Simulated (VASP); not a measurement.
Wanted: the native input for a VASP 6.6.1 run.

| Quantity | Value |
| --- | --- |
| Task | single point |
| Functional | r2SCAN |
| Potentials or basis | VASP PAW PBE potentials, release 64 (N, In_d, P) |
| Cutoff | 660 eV |
| k mesh | 4 × 4 × 4, shifted |
| Occupations | fermi-dirac, width 0.02 eV |
| Spin | no spin polarisation |
| Dipole correction | no |
| Further INCAR settings | ALGO = Normal; EDIFF = 1e-06; NBANDS = 26 |

The system is In2PN.

```
N In P
1.0
     3.86217    0.00000    0.00000
     0.00000    3.86217    0.00000
     0.00000    0.00000    5.42709
N In P
1 2 1
Direct
  0.00000 0.00000 0.00000
  0.00000 0.50000 0.79175
  0.50000 0.00000 0.20825
  0.50000 0.50000 0.50000
```

One way to write it, as run:

POSCAR

```
In2PN
1.0
    3.8621736918      0.0000000000      0.0000000000
    0.0000000000      3.8621736918      0.0000000000
    0.0000000000      0.0000000000      5.4270904366
N In P
1 2 1
Direct
    0.0000000000      0.0000000000      0.0000000000
    0.0000000000      0.5000000000      0.7917517669
    0.5000000000      0.0000000000      0.2082482331
    0.5000000000      0.5000000000      0.5000000000
```

INCAR.step1

```
SYSTEM = In2PN
ALGO = Normal
EDIFF = 1E-5
ENCUT = 660
GGA = PE
GGA_COMPAT = .FALSE.
ISMEAR = -1
LASPH = .TRUE.
LCHARG = .FALSE.
LREAL = .FALSE.
LWAVE = .TRUE.
NBANDS = 26
NELM = 120
PREC = Accurate
SIGMA = 0.02
```

INCAR.step2

```
SYSTEM = In2PN
ALGO = Normal
EDIFF = 1E-6
ENCUT = 660
GGA_COMPAT = .FALSE.
ISIF = 2
ISMEAR = -1
ISTART = 1
LASPH = .TRUE.
LCHARG = .TRUE.
LELF = .TRUE.
LMIXTAU = .TRUE.
LREAL = .FALSE.
LVHAR = .TRUE.
LWAVE = .FALSE.
METAGGA = R2SCAN
NBANDS = 26
NELM = 120
PREC = Accurate
SIGMA = 0.02
```

KPOINTS

```
Automatic mesh
0
Gamma
  4 4 4
  0.5 0.5 0.5
```

Potentials or basis: VASP PAW PBE potentials, release 64 (N, In_d, P).

The run is started by

```sh
$ cat potpaw_PBE.64/N/POTCAR potpaw_PBE.64/In_d/POTCAR potpaw_PBE.64/P/POTCAR > POTCAR
$ cp INCAR.step1 INCAR
$ mpirun -np 1 vasp_std > vasp.out
$ cp INCAR.step2 INCAR
$ mpirun -np 1 vasp_std > vasp.out
```

It gave:

| Item | Value |
| --- | --- |
| Pressure | 0.0 GPa |
| Largest force | 0.078 eV/Å |
| Band gap on the k mesh | 1.45 eV |

Caveat: the PAW data sets were made with another functional, which shifts forces and pressure a little; spin-orbit coupling is left out, which moves the levels of the heavy elements; a shifted mesh leaves out Γ, where band edges can lie.

Run time: 4 min on 1 thread of Intel Xeon 8259CL, on a shared host, peak memory 0.23 GiB.
